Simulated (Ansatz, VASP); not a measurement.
## SiGe: VASP beside Ansatz

File INCAR:

```
PREC = Accurate
ENCUT = 520
EDIFF = 1E-6
ISMEAR = 0
SIGMA = 0.03
LREAL = F
LASPH = T
NELM = 80
ALGO = Normal
ISIF = 2
LWAVE = F
LCHARG = T
GGA = PS
LELF = T
LVHAR = T
NBANDS = 26
```

The input KPOINTS:

```
regular mesh
0
Gamma
  12 12 6
```

Contents of POSCAR:

```
SiGe
1.0
    3.8298598834      0.0000000000      0.0000000000
   -1.9149299417      3.3167559519      0.0000000000
    0.0000000000      0.0000000000      6.3265237446
Si Ge
2 2
Direct
    0.6666666667      0.3333333333      0.8745463082
    0.3333333333      0.6666666667      0.3745463082
    0.6666666667      0.3333333333      0.4771721773
    0.3333333333      0.6666666667     -0.0228278227
```

Input for Ansatz:

```yaml
crystal:
  lattice:
    - [3.8298598834, 0.0, 0.0]
    - [-1.9149299417, 3.3167559519, 0.0]
    - [0.0, 0.0, 6.3265237446]
  atoms:
    - { symbol: Si, position: [0.6666666667, 0.3333333333, 0.8745463082] }
    - { symbol: Si, position: [0.3333333333, 0.6666666667, 0.3745463082] }
    - { symbol: Ge, position: [0.6666666667, 0.3333333333, 0.4771721773] }
    - { symbol: Ge, position: [0.3333333333, 0.6666666667, -0.0228278227] }
basis:
  ecutwfc: 420
kpoints:
  mp_grid: { grid: [12, 12, 6] }
hamiltonian:
  xc: pbesol
  pseudopotentials: { kind: paw, azcp: { folder: soft_1 } }
scf:
  occupations: { method: gaussian, width: 0.03 }
output:
  forces: true
  stress: true
  eigenvalues: true
```

Alike in both runs: task single point; functional PBEsol; k mesh 12 × 12 × 6; occupations gaussian, width 0.03 eV; no spin polarisation.

|  | VASP | Ansatz |
| --- | --- | --- |
| version | VASP 6.6.1 | Ansatz 0.2.0 |
| potentials or method | VASP PAW PBE potentials, release 64 (Si, Ge_d), cutoff 520 eV | scalar-relativistic, plane waves, PAW |
| valence electrons in the cell | 36 | 36 |

Ansatz gave:

| Quantity | Value |
| --- | --- |
| gap on the k mesh at the Fermi level (eV) | none |
| pressure (GPa) | 5.8 |
| traceless stress, the component that is largest in VASP (GPa) | -6.39 |
| rms of the force components (eV/Å) | 0.884 |

Task: Estimate VASP's values.

Result: gap on the k mesh at the Fermi level (eV): none; pressure (GPa): 5.8; traceless stress, the component that is largest in VASP (GPa): -6.36; rms of the force components (eV/Å): 0.882.

VASP's potentials were made for PBE, not for PBEsol, and Ansatz warns of the same on its side. Atom by atom the forces differ by 0.002 eV/Å (rms over components). A gap of «none» marks a metal or a gap that the smearing closes. With one functional, cell and mesh, what is left measures potentials, basis and numerics.
